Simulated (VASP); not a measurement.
Set up this calculation in VASP 6.6.1, as the native input.

- Task: single point
- Functional: PBEsol
- Potentials or basis: VASP PAW PBE potentials, release 64 (O)
- Cutoff: 520 eV
- k mesh: 3 × 3 × 4, shifted
- Occupations: fermi-dirac, width 0.2241 eV
- Spin: no spin polarisation
- Dipole correction: no
- Further INCAR settings: LREAL = Auto; ALGO = Normal; EDIFF = 1e-06; NBANDS = 62

The structure of O lies in POSCAR:

```
O
1.0
   -2.9385897857      5.0897868114      0.0000000000
    2.9385897857      5.0897868114      0.0000000000
    0.0000000000      3.3931912076     -7.0366406350
O
16
Direct
    0.0557799464      0.0245459169      0.4507545808
    0.1003000943      0.1415974542      0.7750191154
    0.6290503466     -0.0428944106      0.4366430175
    0.5265872788      0.0929153161      1.0032248862
   -0.0814605457      0.6628525975      0.4669944325
   -0.0642976462      0.7379415815      0.8780212491
    0.3154595539      0.6514628997      0.4403703643
    0.3964299365      0.5234201009      1.1440830103
    0.5642443238      0.2910061182      0.1160634801
    0.3889277880      0.4726931374      0.5820014425
    0.9179568841      0.5660391020      0.0329435610
    0.8541160217      0.4906746849      0.5719332859
    0.3475619705      1.0296871210      0.1229950547
    0.3932412997      0.9897992162      0.5367765950
    1.1288219824      1.0268142093     -0.0595332378
    0.9366003448      1.1446280195      0.5711874755
```

This cell differs from its parent crystal: dynamics (nvt langevin) at 2600 K, volume x 1.1, from the last frame before.

These files were run (other wordings do the same):

INCAR

```
SYSTEM = O
ALGO = Normal ; EDIFF = 1E-6
ENCUT = 520 ; GGA = PS
ISIF = 2 ; ISMEAR = -1
LASPH = .TRUE. ; LCHARG = .FALSE.
LREAL = Auto ; LWAVE = .FALSE.
NBANDS = 62 ; NELM = 60
PREC = Accurate ; SIGMA = 0.2241
```

KPOINTS

```
Automatic mesh
0
Gamma
  3 3 4
  0 0 0.5
```

Potentials or basis: VASP PAW PBE potentials, release 64 (O).

Command:

```bash
$ cat potpaw_PBE.64/O/POTCAR > POTCAR
$ mpirun -np 1 vasp_std > vasp.out
```

Results of the run:

```json
{"Pressure": "7.5 GPa", "Largest force": "4.887 eV/Å", "Band gap on the k mesh": "0.02 eV (least direct gap 0.05 eV)"}
```

Caveat: the k points lie up to 0.42 Å⁻¹ apart; the standard files for N, O and F lose accuracy on very short bonds; spin is off for a triplet molecule; the atoms stand as in a frame of molecular dynamics; this functional lacks dispersion, which holds the molecules together, so the pressure and a relaxed volume are unreliable; the PAW data sets were made with another functional, which shifts forces and pressure a little; a shifted mesh leaves out Γ, where band edges can lie.

Run time: 5 min on 1 thread of Intel(R) Xeon(R) 6975P-C (Granite Rapids) (shared host), peak memory 0.4 GiB.
